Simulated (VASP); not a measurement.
Write the native input for VASP 6.6.1 that does the following.

```
Task                   : single point
Functional             : PBE
Potentials or basis    : VASP PAW PBE potentials, release 64 (Au)
Cutoff                 : 520 eV
k mesh                 : 22 × 22 × 12
Occupations            : gaussian, width 0.1 eV
Spin                   : no spin polarisation
Dipole correction      : no
Further INCAR settings : ALGO = Fast; EDIFF = 1e-06; NBANDS = 18
```

The structure of Au lies in POSCAR:

```
Au
1.0
    1.4113099650     -2.5559330250      0.0000000000
    1.4113099650      2.5559330250      0.0000000000
    0.0000000000      0.0000000000      4.8931696100
Au
2
Direct
    0.6653279700      0.3346720300      0.2500000000
    0.3346720300      0.6653279700      0.7500000000
```

The input as run:

INCAR

```
PREC = Accurate ; ENCUT = 520
EDIFF = 1E-6 ; ISMEAR = 0
SIGMA = 0.1 ; LREAL = False
LASPH = True ; NELM = 60
ALGO = Fast ; ISIF = 2
LWAVE = False ; LCHARG = True
GGA = PE ; LELF = True
LVHAR = True ; NBANDS = 18
```

KPOINTS

```
Automatic mesh
0
Gamma
  22 22 12
```

Potentials or basis: VASP PAW PBE potentials, release 64 (Au).

Run with:

```bash
$ cat potpaw_PBE.64/Au/POTCAR > POTCAR
$ mpirun -np 1 vasp_std > vasp.out
```

Results of the run:

The pressure is 3.0 GPa. The largest force is 0.018 eV/Å and the band gap on the k mesh is zero (band 11 reaches 13.07 eV, above the bottom of band 12 at 6.36 eV).

Caveat: spin-orbit coupling is left out, which moves the levels of the heavy elements.

It took 2.3 min on 1 thread of Intel(R) Xeon(R) 6975P-C (Granite Rapids), with other jobs on the host, peak memory 0.54 GiB.
